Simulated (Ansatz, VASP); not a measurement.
**Two plane-wave programs on ZnS**

```
Zn S
1.0
     3.78157    0.00000    0.00000
    -1.89079    3.27494    0.00000
     0.00000    0.00000    6.20898
Zn S
2 2
Direct
  0.33333 0.66667 0.00544
  0.66667 0.33333 0.50544
  0.33333 0.66667 0.37956
  0.66667 0.33333 0.87956
```

Alike in both runs: functional PBEsol; k mesh 12 × 12 × 8; occupations fermi-dirac, width 0.08 eV; no spin polarisation.

Ansatz relaxed the structure, and its values are those at the end. VASP's run is a single point on that final structure, the one shown.

|  | VASP | Ansatz |
| --- | --- | --- |
| version | VASP 6.6.1 | Ansatz 0.2.0 |
| potentials or method | VASP PAW PBE potentials, release 64 (Zn, S) | PAW with Ansatz's default frozen-core files, scalar-relativistic |
| plane-wave cutoff (eV) | 520 | 420 |
| valence electrons in the cell | 36 | 36 |

Ansatz gave:

```
pressure (GPa) : 0.0
```

Q: What did VASP give for the same quantities?

A: Pressure (GPa): 0.2.

VASP's potentials were made for PBE, not for PBEsol.
